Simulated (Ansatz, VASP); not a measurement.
**MoS in VASP and in Ansatz**

```
Mo S
1.0
     0.00000    2.97238    2.97238
     2.97238    0.00000    2.97238
     2.97238    2.97238    0.00000
Mo S
1 1
Direct
  0.00000 0.00000 0.00000
  0.25000 0.25000 0.25000
```

Alike in both runs: task single point; functional r2SCAN; k mesh 12 × 12 × 12; occupations gaussian, width 0.1 eV; collinear spin; Hubbard terms Mo d U = 4.38 eV.

|  | VASP | Ansatz |
| --- | --- | --- |
| version | VASP 6.6.1 | Ansatz 0.2.0 |
| potentials or method | VASP PAW PBE potentials, release 64 (Mo_sv, S), cutoff 520 eV | scalar-relativistic, plane waves, PAW |
| valence electrons in the cell | 20 | 20 |

VASP gave:

```
gap on the k mesh at the Fermi level (eV)                     : none
pressure (GPa)                                                : -0.9
net moment per atom (μB)                                      : 2.00
size of the moment on the site where the two differ most (μB) : 3.61
```

Task: What did Ansatz give for the same quantities?

Result: gap on the k mesh at the Fermi level (eV): none; pressure (GPa): 0.0; net moment per atom (μB): 2.00; size of the moment on the site where the two differ most (μB): 3.04.

VASP's potentials were made for PBE, not for r2SCAN. Site moments also hang on the region over which each program counts them. The programs project onto different local orbitals, so the same U acts differently, and such runs can settle in different states. A gap of «none» marks a metal or a gap that the smearing closes. Ansatz's warnings: filled band counts differ across k points, stability check not made.
